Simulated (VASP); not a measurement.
# BaO (Fm-3m) in VASP: further runs, part 2 of 2

VASP 6.6.1. The steps go on from the part before.

### Step 4. Single point, PBE-based screened hybrid with 20 % exact exchange

POSCAR

```
BaO
1.0
    0.0000000000      2.7718674917      2.7718674917
    2.7718674917      0.0000000000      2.7718674917
    2.7718674917      2.7718674917      0.0000000000
Ba O
1 1
Direct
    0.0000000000      0.0000000000      0.0000000000
    0.5000000000      0.5000000000      0.5000000000
```

INCAR.step1

```
PREC = Accurate
ENCUT = 520
EDIFF = 1E-5
ISMEAR = 0
SIGMA = 0.01
LREAL = F
LASPH = T
NELM = 120
ALGO = Normal
ISIF = 2
LWAVE = T
GGA = PE
NBANDS = 15
GGA_COMPAT = F
```

INCAR.step2

```
PREC = Accurate
ENCUT = 520
EDIFF = 1E-6
ISMEAR = 0
SIGMA = 0.01
LREAL = F
LASPH = T
NELM = 120
ALGO = Normal
ISIF = 2
LWAVE = F
LCHARG = T
GGA = PE
LHFCALC = T
AEXX = 0.2
HFSCREEN = 0.5
PRECFOCK = Normal
LELF = T
LVHAR = T
ISTART = 1
NBANDS = 15
GGA_COMPAT = F
```

KPOINTS

```
Automatic mesh
0
Gamma
  4 4 4
```

Potentials or basis: VASP PAW PBE potentials, release 64 (Ba_sv, O).

Run with:

```console
$ cat potpaw_PBE.64/Ba_sv/POTCAR potpaw_PBE.64/O/POTCAR > POTCAR
$ cp INCAR.step1 INCAR
$ mpirun -np 1 vasp_std > vasp.out
$ cp INCAR.step2 INCAR
$ mpirun -np 1 vasp_std > vasp.out
```

OUTCAR:

```text
PREC = Accurate
   ENCUT = 520
   EDIFF = 1E-6
   ISMEAR = 0
   LREAL = F
   LASPH = T
   NELM = 120
   ISIF = 2
   GGA = PE
   LHFCALC = T
   AEXX = 0.2
   HFSCREEN = 0.5
   PRECFOCK = Normal
   ISTART = 1

 ion  position               nearest neighbor table
   1  0.000  0.000  0.000-   2 2.77   2 2.77   2 2.77   2 2.77   2 2.77   2 2.77
   2  0.500  0.500  0.500-   1 2.77   1 2.77   1 2.77   1 2.77   1 2.77   1 2.77

  LATTYP: Found a face centered cubic cell.
 ALAT       =     5.5437349834

  Lattice vectors:

 A1 = (   0.0000000000,   2.7718674917,   2.7718674917)
 A2 = (   2.7718674917,   0.0000000000,   2.7718674917)
 A3 = (   2.7718674917,   2.7718674917,   0.0000000000)

Analysis of symmetry for initial positions (statically):
=====================================================================
 Subroutine PRICEL returns:
 Original cell was already a primitive cell.

 Routine SETGRP: Setting up the symmetry group for a
 face centered cubic supercell.

 Subroutine GETGRP returns: Found 48 space group operations
 (whereof 48 operations were pure point group operations)
 out of a pool of 48 trial point group operations.

The static configuration has the point symmetry O_h .

Analysis of symmetry for dynamics (positions and initial velocities):
=====================================================================
 Subroutine PRICEL returns:
 Original cell was already a primitive cell.

 Routine SETGRP: Setting up the symmetry group for a
 face centered cubic supercell.

 Subroutine GETGRP returns: Found 48 space group operations
 (whereof 48 operations were pure point group operations)
 out of a pool of 48 trial point group operations.

The dynamic configuration has the point symmetry O_h .

 Subroutine INISYM returns: Found 48 space group operations
[... 114 lines left out ...]
   HFSCREENC=   0.5000 screening length for correlation (either q_TF or 0.3 A-1)
   ENCUTFOCK=  -1.0 apply spherical cutoff to Coloumb kernel
   IVDW    =     0    specifies the selected vdW correction
   LEPSILON=     F    determine dielectric tensor
   LRPA    =     F    only Hartree local field effects (RPA)
 non-spin polarized calculation
 Gauss-broadening in eV      SIGMA  =   0.01
  energy-cutoff  :      520.00
  volume of cell :       42.59
 maximum number of plane-waves:      1162
 NGX is ok and might be reduce to    30
  NGX = 24; NGY = 24; NGZ = 24

 number of electron      15.9999999 magnetization

 Free energy of the ion-electron system (eV)
  ---------------------------------------------------
  ext. energy  EPLUGINS =         0.00000000
  ---------------------------------------------------
  free energy    TOTEN  =       -12.87043759 eV

  energy without entropy =      -12.87043759  energy(sigma->0) =      -12.87043759

 E-fermi :   1.5650     XC(G=0):  -8.6043

 val. band max:        1.4141748377   @ k =   0.5000   0.5000   0.0000
 cond. band min:       3.9246654533   @ k =   0.5000   0.5000   0.0000
 fundamental gap:      2.5104906156
 Fermi energy:         1.5649822458

 k-point     1 :       0.0000    0.0000    0.0000
  band No.  band energies     occupation
      1     -25.4952      2.00000
      2     -14.6634      2.00000
      3      -9.2615      2.00000
      4      -9.2615      2.00000
      5      -9.2615      2.00000
      6       1.0377      2.00000
      7       1.0377      2.00000
      8       1.0377      2.00000
      9       5.5358      0.00000
     10       6.6937      0.00000
     11       6.6937      0.00000
     12       6.6937      0.00000
     13       9.0079      0.00000
     14       9.0079      0.00000
[... 113 lines left out ...]
      2     -15.0305      2.00000
      3     -10.3411      2.00000
      4     -10.3411      2.00000
      5      -9.3439      2.00000
      6       0.0358      2.00000
      7       1.2078      2.00000
      8       1.2078      2.00000
      9       6.6062      0.00000
     10       6.6062      0.00000
     11       8.9144      0.00000
     12      11.9008      0.00000
     13      11.9655      0.00000
     14      13.9919      0.00000
     15      15.4587      0.00000

------------------------ aborting loop because EDIFF is reached ----------------------------------------

  FORCE on cell =-STRESS in cart. coord.  units (eV):
  Direction    XX          YY          ZZ          XY          YZ          ZX
  --------------------------------------------------------------------------------------
  -------------------------------------------------------------------------------------
  Total        0.4459479      0.4459479      0.4459479      0.0000000     -0.0000000      0.0000000
  in kB       16.7744134     16.7744134     16.7744134      0.0000000     -0.0000000      0.0000000
  external PRESSURE =      16.7744134 kB  Pullay stress =       0.0000000 kB

 VOLUME and BASIS-vectors are now :
 -----------------------------------------------------------------------------
  energy-cutoff  :      520.00
  volume of cell :       42.59
      direct lattice vectors                 reciprocal lattice vectors
     0.000000000  2.771867492  2.771867492    -0.180383803  0.180383803  0.180383803
     2.771867492  0.000000000  2.771867492     0.180383803 -0.180383803  0.180383803
     2.771867492  2.771867492  0.000000000     0.180383803  0.180383803 -0.180383803

 POSITION                                       TOTAL-FORCE (eV/Angst)
 -----------------------------------------------------------------------------------
      0.00000      0.00000      0.00000         0.000000      0.000000      0.000000
      2.77187      2.77187      2.77187         0.000000      0.000000      0.000000
 -----------------------------------------------------------------------------------
    total drift:                                0.000000      0.000000      0.000000

  FREE ENERGIE OF THE ION-ELECTRON SYSTEM (eV)
  ---------------------------------------------------
  free  energy   TOTEN  =       -12.8704375915 eV

  energy  without entropy=      -12.8704375915  energy(sigma->0) =      -12.87043759
```

OUTCAR.step1:

```text
PREC = Accurate
   ENCUT = 520
   EDIFF = 1E-5
   ISMEAR = 0
   LREAL = F
   LASPH = T
[... 346 lines left out ...]
 -----------------------------------------------------------------------------------
      0.00000      0.00000      0.00000        -0.000000      0.000000     -0.000000
      2.77187      2.77187      2.77187         0.000000     -0.000000      0.000000
 -----------------------------------------------------------------------------------
    total drift:                                0.000000      0.000000      0.000000

  FREE ENERGIE OF THE ION-ELECTRON SYSTEM (eV)
  ---------------------------------------------------
  free  energy   TOTEN  =       -11.7912721949 eV

  energy  without entropy=      -11.7912721949  energy(sigma->0) =      -11.79127219
```

Wall time 6.6 min (1 thread of Intel Xeon Platinum 8375C at 2.90GHz (Ice Lake), shared host); peak memory 0.28 GiB.

What came out:

```yaml
Free_energy: -12.8704 eV
Pressure: 1.7 GPa
Band_gap_on_the_k_mesh: 2.51 eV
```

Caveat: the k points lie up to 0.49 Å⁻¹ apart; the PAW data sets were made with another functional, which shifts forces and pressure a little; spin-orbit coupling is left out, which moves the levels of the heavy elements.

### Step 5. The runs side by side

```csv
level,k mesh,cutoff (eV),grid for exact exchange (PRECFOCK),share of exact exchange,screening parameter,gap on the mesh (eV),pressure (GPa)
PBE+D4,6 × 6 × 6,600,-,-,-,1.98,1.3
HSE06,4 × 4 × 4,520,Normal,0.25,0.2079 1/Å,3.25,1.1
PBE-based screened hybrid with 20 % exact exchange,4 × 4 × 4,520,Normal,0.2,0.5 1/Å,2.51,1.7
```

Alike in all rows: task single point; potentials or basis VASP PAW PBE potentials, release 64 (Ba_sv, O); no spin polarisation; cell as given; smearing gaussian 0.01 eV.

Caveats: some runs use coarse meshes; spin-orbit coupling is left out, which moves the levels of the heavy elements; the PAW data sets were made with another functional, which shifts forces and pressure a little (at least some runs).

Absolute energies hang on the potentials; compare differences alone.
